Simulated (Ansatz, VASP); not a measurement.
## One calculation of AlNi, two programs

Contents of INCAR:

```
SYSTEM = AlNi
PREC = Accurate
ENCUT = 520
EDIFF = 1E-7
ISMEAR = 0
SIGMA = 0.15
LREAL = .False.
LASPH = .True.
NELM = 100
ALGO = Fast
ISIF = 2
LWAVE = .False.
LCHARG = .True.
GGA = PS
LELF = .True.
LVHAR = .True.
NBANDS = 14
```

The input KPOINTS:

```
Automatic mesh
0
Gamma
  20 20 20
  0 0 0
```

POSCAR

```
AlNi
1.0
    2.0213280871     -2.0213497883      0.0000000000
    2.0213280871      2.0213497883      0.0000000000
    0.0000000000      0.0000000000      2.8694088109
Al Ni
1 1
Direct
    0.0000000000      0.0000000000     -0.0697007688
    0.5000000000      0.5000000000      0.5000000000
```

Input for Ansatz:

```yaml
crystal:
  lattice:
    - [2.0213280871, -2.0213497883, 0.0]
    - [2.0213280871, 2.0213497883, 0.0]
    - [0.0, 0.0, 2.8694088109]
  atoms:
    - { symbol: Al, position: [0.0, 0.0, -0.0697007688] }
    - { symbol: Ni, position: [0.5, 0.5, 0.5] }
basis:
  ecutwfc: 420
kpoints:
  mp_grid: { grid: [20, 20, 20] }
hamiltonian:
  xc: pbesol
scf:
  occupations: { method: gaussian, width: 0.15 }
output:
  forces: true
  stress: true
  eigenvalues: true
```

Alike in both runs: task single point; functional PBEsol; k mesh 20 × 20 × 20; occupations gaussian, width 0.15 eV; no spin polarisation.

|  | VASP | Ansatz |
| --- | --- | --- |
| version | VASP 6.6.1 | Ansatz 0.2.0 |
| potentials or method | VASP PAW PBE potentials, release 64 (Al, Ni), cutoff 520 eV | scalar-relativistic, plane waves, PAW |
| valence electrons in the cell | 13 | 21 |

|  | VASP | Ansatz | Ansatz less VASP |
| --- | --- | --- | --- |
| gap on the k mesh at the Fermi level (eV) | none | none | - |
| pressure (GPa) | 2.9 | 2.8 | -0.16 |
| traceless stress, the component that is largest in VASP (GPa) | -1.70 | -1.67 | +0.024 |
| rms of the force components (eV/Å) | 0.722 | 0.718 | -0.0041 |

VASP's potentials were made for PBE, not for PBEsol. Atom by atom the forces differ by 0.004 eV/Å (rms over components). A gap of «none» marks a metal or a gap that the smearing closes. VASP's potentials hold 13 valence electrons a cell and Ansatz's 21, so a difference there can come from the potentials and not from the codes. Ansatz's warnings: near symmetry operations not taken.
